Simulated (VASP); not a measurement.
Here is a VASP 6.6.1 calculation.

The input INCAR:

```
  PREC = Accurate
  ENCUT = 600
  EDIFF = 1E-6
  ISMEAR = 0
  SIGMA = 0.01
  LREAL = F
  LASPH = T
  NELM = 120
  ALGO = Normal
  ISIF = 2
  LWAVE = F
  LCHARG = F
  GGA = CA
  NBANDS = 19
  GGA_COMPAT = F
```

KPOINTS

```
regular mesh
0
Gamma
  6 6 6
```

The input POSCAR:

```
CaF2
1.0
    0.0000000000      2.8019665862      2.8019665862
    2.8019665862      0.0000000000      2.8019665862
    2.8019665862      2.8019665862      0.0000000000
Ca F
1 2
Direct
    0.0000000000      0.0000000000      0.0000000000
    0.2500000000      0.2500000000      0.2500000000
    0.7500000000      0.7500000000      0.7500000000
```

Potentials or basis: VASP PAW LDA potentials, release 64 (Ca_sv, F).

Command:

```bash
$ cat potpaw_LDA.64/Ca_sv/POTCAR potpaw_LDA.64/F/POTCAR > POTCAR
$ mpirun -np 1 vasp_std > vasp.out
```

(1) What does it give for the pressure?

(2) Estimate the band gap on the k mesh.

Results:

(1) -10.8 GPa.

(2) 6.47 eV, indirect (least direct gap 6.72 eV).
